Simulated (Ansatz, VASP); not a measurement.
## One calculation of LiSe4, two programs

```
CELL_PARAMETERS angstrom
2.70904 -2.70934 0.00000
5.41809 5.41869 0.00000
0.00000 0.00000 8.83410
ATOMIC_POSITIONS crystal
Li 0.50000 0.25000 0.50000
Li 0.50000 0.75000 0.50000
Se 0.50000 0.00000 0.26309
Se 0.50000 0.50000 0.26309
Se 0.50000 0.00000 0.73691
Se 0.50000 0.50000 0.73691
Se 0.00000 0.25000 0.26309
Se 0.00000 0.75000 0.26309
Se 0.00000 0.25000 0.73691
Se 0.00000 0.75000 0.73691
```

Alike in both runs: task single point; functional PBE; k mesh 6 × 4 × 4; occupations gaussian, width 0.2 eV; no spin polarisation.

```csv
,VASP,Ansatz
version,VASP 6.6.1,Ansatz 0.2.0
potentials or method,"VASP PAW PBE potentials, release 64 (Li_sv, Se), cutoff 520 eV","scalar-relativistic, plane waves, PAW"
valence electrons in the cell,54,134
```

```tsv
	VASP	Ansatz	Ansatz less VASP
gap on the k mesh at the Fermi level (eV)	none	none	-
rms of the force components (eV/Å)	0.006	0.006	+0.0001
```

Atom by atom the forces differ by 0.000 eV/Å (rms over components). A gap of «none» marks a metal or a gap that the smearing closes. VASP's potentials hold 54 valence electrons a cell and Ansatz's 134, so a difference there can come from the potentials and not from the codes.

Noted on VASP's run: the cutoff is under 1.25 times that of the potentials, so the pressure is a little rough.
